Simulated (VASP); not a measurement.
Re, 2 atoms in the cell. The structure is cubic, space group Fd-3m (No. 227). The conventional cell has a = 5.271 Å, b = 5.271 Å, c = 5.271 Å, α = 90.00°, β = 90.00°, γ = 90.00°. Within 3.0 Å of Re (site symmetry -43m) lie 4 Re at 2.28 Å. This isn't the form of Re at room conditions, which is hcp.

* Program: VASP 6.6.1
* Task: relaxation of cell and atoms
* Functional: LDA
* Potentials or basis: VASP PAW LDA potentials, release 64 (Re)
* Cutoff: 600 eV
* k mesh: 13 × 13 × 13
* Occupations: fermi-dirac, width 0.1 eV
* Spin: no spin polarisation
* Target pressure: -4.8 GPa
* Dipole correction: no
* Further INCAR settings: ALGO = Normal; EDIFF = 1e-06; IBRION = 2; EDIFFG = -0.005; NSW = 60; ISIF = 3

Potentials or basis: VASP PAW LDA potentials, release 64 (Re).

Launch:

```sh
$ cat potpaw_LDA.64/Re/POTCAR > POTCAR
$ mpirun -np 1 vasp_std > vasp.out
```

Hardware: 1 thread of Oxide Virtual Turin-like Processor (shared host).

Problem. How long does it take, and how much memory?

Solution. It took 4.7 min on 1 thread of Oxide Virtual Turin-like Processor (shared host), peak memory 0.15 GiB. Counts: scf iterations 71, k points 84, ion steps 19.
